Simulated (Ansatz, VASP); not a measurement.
# Two plane-wave programs on BP

File POSCAR:

```
BP
1.0
    0.0000000000      2.2191508306      2.2191508306
    2.2191508306      0.0000000000      2.2191508306
    2.2191508306      2.2191508306      0.0000000000
B P
1 1
Direct
    0.0000000000      0.0000000000      0.0000000000
    0.2500000000      0.2500000000      0.2500000000
```

INCAR.step1

```
SYSTEM = BP
  PREC = Accurate
  ENCUT = 550
  ISMEAR = 0
  SIGMA = 0.02
  LREAL = .False.
  LASPH = .True.
  NELM = 120
  NBANDS = 11
  GGA = PE
  ALGO = Normal
  EDIFF = 1E-5
  LWAVE = .True.
  LCHARG = .False.
  GGA_COMPAT = .False.
```

INCAR.step2

```
SYSTEM = BP
  PREC = Accurate
  ENCUT = 550
  EDIFF = 1E-6
  ISMEAR = 0
  SIGMA = 0.02
  LREAL = .False.
  LASPH = .True.
  NELM = 120
  ALGO = Normal
  ISIF = 2
  LWAVE = .False.
  LCHARG = .False.
  METAGGA = R2SCAN
  LMIXTAU = .True.
  LUSE_VDW = .True.
  IVDW_NL = 2
  BPARAM = 11.95
  CPARAM = 0.0093
  NBANDS = 11
  ISTART = 1
  GGA_COMPAT = .False.
```

KPOINTS

```
Automatic mesh
0
Gamma
  10 10 10
  0 0 0
```

Input for Ansatz:

```yaml
crystal:
  lattice:
    - [0.0, 2.2191508306, 2.2191508306]
    - [2.2191508306, 0.0, 2.2191508306]
    - [2.2191508306, 2.2191508306, 0.0]
  atoms:
    - { symbol: B, position: [0.0, 0.0, 0.0] }
    - { symbol: P, position: [0.25, 0.25, 0.25] }
basis:
  ecutwfc: 500
kpoints:
  mp_grid: { grid: [10, 10, 10] }
hamiltonian:
  xc: r2scan
  dispersion: rvv10
scf:
  occupations: { method: gaussian, width: 0.02 }
output:
  forces: true
  stress: true
  eigenvalues: true
  write_density: true
  write_potential: true
  elf: true
  volumetric_format: npy
```

Alike in both runs: task single point; functional r2SCAN; dispersion rVV10; k mesh 10 × 10 × 10; occupations gaussian, width 0.02 eV; no spin polarisation.

|  | VASP | Ansatz |
| --- | --- | --- |
| version | VASP 6.6.1 | Ansatz 0.2.0 |
| potentials or method | VASP PAW PBE potentials, release 64 (B, P), cutoff 550 eV | scalar-relativistic, plane waves, PAW |
| valence electrons in the cell | 8 | 8 |

|  | VASP | Ansatz | Ansatz less VASP |
| --- | --- | --- | --- |
| gap on the k mesh at the Fermi level (eV) | 1.33 | 1.30 | -0.029 |
| least direct gap on the mesh (eV) | 3.75 | 3.70 | -0.041 |
| pressure (GPa) | 11.4 | 11.9 | +0.51 |

VASP's potentials were made for PBE, not for r2SCAN.
